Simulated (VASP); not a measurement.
Crystal: CdS (Hawleyite).

```
CELL_PARAMETERS angstrom
0.00000 2.79578 3.13999
2.79578 0.00000 3.13999
2.79578 2.79578 0.00000
ATOMIC_POSITIONS crystal
Cd 0.00000 0.00000 0.00000
S 0.25000 0.25000 0.25000
```

This cell differs from its parent crystal: epitaxial xy strain -4.9%.

Base run:

| Item | Value |
| --- | --- |
| Program | VASP 6.6.1 |
| Functional | r2SCAN |
| Potentials or basis | VASP PAW PBE potentials, release 64 (Cd, S) |
| Cutoff | 520 eV |
| k mesh | 8 × 8 × 8 |
| Occupations | gaussian, width 0.01 eV |
| Spin | no spin polarisation |

Its results: band gap on the k mesh 1.45 eV, direct; pressure 2.1 GPa.

Problem. The run is repeated on the same cell with these changes: functional from r2SCAN to PBE; k mesh from 8 × 8 × 8 to 4 × 4 × 4. What comes out?

Solution. Band gap on the k mesh 0.99 eV, direct; pressure 3.7 GPa.

Several settings changed at once, so the effect can't be laid on one alone.

Caveats: some runs use coarse meshes; the PAW data sets were made with another functional, which shifts forces and pressure a little (some runs).

